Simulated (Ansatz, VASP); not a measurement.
**Cd3O: VASP beside Ansatz**

```
CELL_PARAMETERS angstrom
-1.93638 1.93638 4.86803
1.93638 -1.93638 4.86803
1.93638 1.93638 -4.86803
ATOMIC_POSITIONS crystal
Cd 0.50000 0.50000 0.00000
Cd 0.25000 0.75000 0.50000
Cd 0.75000 0.25000 0.50000
O 0.00000 0.00000 0.00000
```

Alike in both runs: functional PBE; k mesh 16 × 16 × 16; occupations gaussian, width 0.1 eV; no spin polarisation.

Ansatz relaxed the structure, and its values are those at the end. VASP's run is a single point on that final structure, the one shown.

|  | VASP | Ansatz |
| --- | --- | --- |
| version | VASP 6.6.1 | Ansatz 0.2.0 |
| potentials or method | VASP PAW PBE potentials, release 64 (Cd_sv_GW, O), cutoff 600 eV | scalar-relativistic, plane waves, PAW |
| valence electrons in the cell | 66 | 66 |

|  | VASP | Ansatz | Ansatz less VASP |
| --- | --- | --- | --- |
| gap on the k mesh at the Fermi level (eV) | none | none | - |
| pressure (GPa) | -0.7 | 0.0 | +0.74 |

A gap of «none» marks a metal or a gap that the smearing closes. With one functional, cell and mesh, what is left measures potentials, basis and numerics.
